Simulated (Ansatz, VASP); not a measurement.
## One calculation of Mg2NCl, two programs

```
Mg N Cl
1.0
     1.78890    1.03282    5.17321
    -1.78890    1.03282    5.17321
     0.00000   -2.06564    5.17321
Mg N Cl
2 1 1
Direct
  0.22282 0.22282 0.22282
  0.77719 0.77719 0.77719
  0.50000 0.50000 0.50000
  0.00000 0.00000 0.00000
```

Alike in both runs: task single point; functional PBE; k mesh 12 × 12 × 12; occupations gaussian, width 0.05 eV; no spin polarisation.

```csv
,VASP,Ansatz
version,VASP 6.6.1,Ansatz 0.2.0
potentials or method,"VASP PAW PBE potentials, release 64 (Mg, N, Cl), cutoff 520 eV","scalar-relativistic, plane waves, PAW"
valence electrons in the cell,16,32
```

Ansatz gave:

- gap on the k mesh at the Fermi level (eV): 1.97
- least direct gap on the mesh (eV): 1.97
- pressure (GPa): -1.3
- traceless stress, the component that is largest in VASP (GPa): 17.54
- rms of the force components (eV/Å): 0.191

Q: Which values does VASP return?

A: gap on the k mesh at the Fermi level (eV): 1.96; least direct gap on the mesh (eV): 1.96; pressure (GPa): -1.6; traceless stress, the component that is largest in VASP (GPa): 17.56; rms of the force components (eV/Å): 0.180.

Atom by atom the forces differ by 0.011 eV/Å (rms over components). VASP's potentials hold 16 valence electrons a cell and Ansatz's 32, so a difference there can come from the potentials and not from the codes.
